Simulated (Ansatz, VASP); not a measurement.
# SiO2 in VASP and in Ansatz

The input INCAR:

```
SYSTEM = SiO2
PREC = Accurate ; ENCUT = 600
EDIFF = 1E-6 ; ISMEAR = 0
SIGMA = 0.1 ; LREAL = .False.
LASPH = .True. ; NELM = 60
ALGO = Normal ; ISIF = 3
LWAVE = .False. ; LCHARG = .False.
GGA = PE ; IBRION = 2
NSW = 100 ; EDIFFG = -0.05
```

File KPOINTS:

```
regular mesh
0
Gamma
  6 6 8
  0 0 0
```

Contents of POSCAR:

```
SiO2
1.0
    4.1865000000      0.0000000000      0.0000000000
    0.0000000000      4.1865000000      0.0000000000
    0.0000000000      0.0000000000      2.6684000000
Si O
2 4
Direct
    0.0000000000      0.0000000000      0.0000000000
    0.5000000000      0.5000000000      0.5000000000
    0.3059000000      0.3059000000      0.0000000000
    0.1941000000      0.8059000000      0.5000000000
    0.6941000000      0.6941000000      0.0000000000
    0.8059000000      0.1941000000      0.5000000000
```

Input for Ansatz:

```yaml
crystal:
  lattice:
    - [4.1865, 0.0, 0.0]
    - [0.0, 4.1865, 0.0]
    - [0.0, 0.0, 2.6684]
  atoms:
    - { symbol: Si, position: [0.0, 0.0, 0.0] }
    - { symbol: Si, position: [0.5, 0.5, 0.5] }
    - { symbol: O, position: [0.3059, 0.3059, 0.0] }
    - { symbol: O, position: [0.1941, 0.8059, 0.5] }
    - { symbol: O, position: [0.6941, 0.6941, 0.0] }
    - { symbol: O, position: [0.8059, 0.1941, 0.5] }
basis:
  ecutwfc: 420
kpoints:
  mp_grid: { grid: [6, 6, 8] }
hamiltonian:
  xc: pbe
  pseudopotentials: { kind: paw, azcp: { folder: soft_1 } }
scf:
  occupations: { method: gaussian, width: 0.1 }
output:
  forces: true
  stress: true
  eigenvalues: true
relax:
  adjacent_minimum: "off"
  f_tol: 0.05
  max_steps: 80
  cell: { stress_tol: 0.5 }
```

Alike in both runs: task relaxation of cell and atoms; functional PBE; k mesh 6 × 6 × 8; occupations gaussian, width 0.1 eV; no spin polarisation.

```csv
,VASP,Ansatz
version,VASP 6.6.1,Ansatz 0.2.0
potentials or method,"VASP PAW PBE potentials, release 64 (Si, O), cutoff 600 eV","scalar-relativistic, plane waves, PAW"
valence electrons in the cell,32,32
```

```csv
,VASP,Ansatz,Ansatz less VASP
"gap on the k mesh at the Fermi level, each at its own relaxed structure (eV)",5.04,5.06,+0.024
relaxed volume (Å³/atom),8.03,8.04,+0.008
relaxed cell length with the largest relative difference (Å),2.696,2.692,-0.0047
```
